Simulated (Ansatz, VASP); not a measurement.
# One calculation of BaTiO3, two programs

The input POSCAR:

```
BaTiO3
1.0
    3.9939696204      0.0000000000      0.0000000000
    0.0000000000      3.9939696204      0.0000000000
    0.0000000000      0.0000000000      3.8343396848
Ba Ti O
1 1 3
Direct
    0.0000000000      0.0000000000      0.0000000000
    0.5000000000      0.5000000000      0.5000000000
    0.5000000000      0.5000000000      0.0000000000
    0.5000000000      0.0000000000      0.5000000000
    0.0000000000      0.5000000000      0.5000000000
```

INCAR.step1

```
ALGO     = Normal         # electronic algorithm
EDIFF    = 1E-4           # SCF threshold, eV
ENCUT    = 520            # plane-wave cutoff, eV
GGA      = PE             # functional
ISMEAR   = 0              # smearing method
LASPH    = T              # aspherical terms in the spheres
LCHARG   = F              # write CHGCAR
LREAL    = F              # projectors in reciprocal space
LWAVE    = T              # write WAVECAR
NBANDS   = 28             # bands
NELM     = 100            # most SCF steps
PREC     = Accurate       # precision mode
SIGMA    = 0.05           # smearing width, eV
```

File INCAR.step2:

```
ALGO     = Normal         # electronic algorithm
EDIFF    = 1E-6           # SCF threshold, eV
ENCUT    = 520            # plane-wave cutoff, eV
ISIF     = 2              # what is computed and relaxed
ISMEAR   = 0              # smearing method
ISTART   = 1            
LASPH    = T              # aspherical terms in the spheres
LCHARG   = F              # write CHGCAR
LMIXTAU  = T            
LREAL    = F              # projectors in reciprocal space
LWAVE    = F              # write WAVECAR
METAGGA  = R2SCAN         # meta-GGA
NBANDS   = 28             # bands
NELM     = 100            # most SCF steps
PREC     = Accurate       # precision mode
SIGMA    = 0.05           # smearing width, eV
```

Contents of KPOINTS:

```
k-points
0
Gamma
  8 8 8
```

Input for Ansatz:

```yaml
crystal:
  lattice:
    - [3.9939696204, 0.0, 0.0]
    - [0.0, 3.9939696204, 0.0]
    - [0.0, 0.0, 3.8343396848]
  atoms:
    - { symbol: Ba, position: [0.0, 0.0, 0.0] }
    - { symbol: Ti, position: [0.5, 0.5, 0.5] }
    - { symbol: O, position: [0.5, 0.5, 0.0] }
    - { symbol: O, position: [0.5, 0.0, 0.5] }
    - { symbol: O, position: [0.0, 0.5, 0.5] }
basis:
  ecutwfc: 500
kpoints:
  mp_grid: { grid: [8, 8, 8] }
hamiltonian:
  xc: r2scan
scf:
  occupations: { method: gaussian, width: 0.05 }
output:
  forces: true
  stress: true
  eigenvalues: true
  write_density: true
  write_potential: true
  elf: true
  volumetric_format: npy
```

Change from the starting cell: strain +0.000 along x and y, -0.040 along z, atoms carried along.

Alike in both runs: task single point; functional r2SCAN; k mesh 8 × 8 × 8; occupations gaussian, width 0.05 eV; no spin polarisation.

|  | VASP | Ansatz |
| --- | --- | --- |
| version | VASP 6.6.1 | Ansatz 0.2.0 |
| potentials or method | VASP PAW PBE potentials, release 64 (Ba_sv, Ti_sv, O), cutoff 520 eV | scalar-relativistic, plane waves, PAW |
| valence electrons in the cell | 40 | 40 |

```tsv
	VASP	Ansatz	Ansatz less VASP
gap on the k mesh at the Fermi level (eV)	2.15	2.18	+0.029
least direct gap on the mesh (eV)	2.26	2.25	-0.013
pressure (GPa)	10.9	8.6	-2.33
traceless stress, the component that is largest in VASP (GPa)	7.19	6.96	-0.233
```

VASP's potentials were made for PBE, not for r2SCAN.

Neither program's run includes spin-orbit coupling.
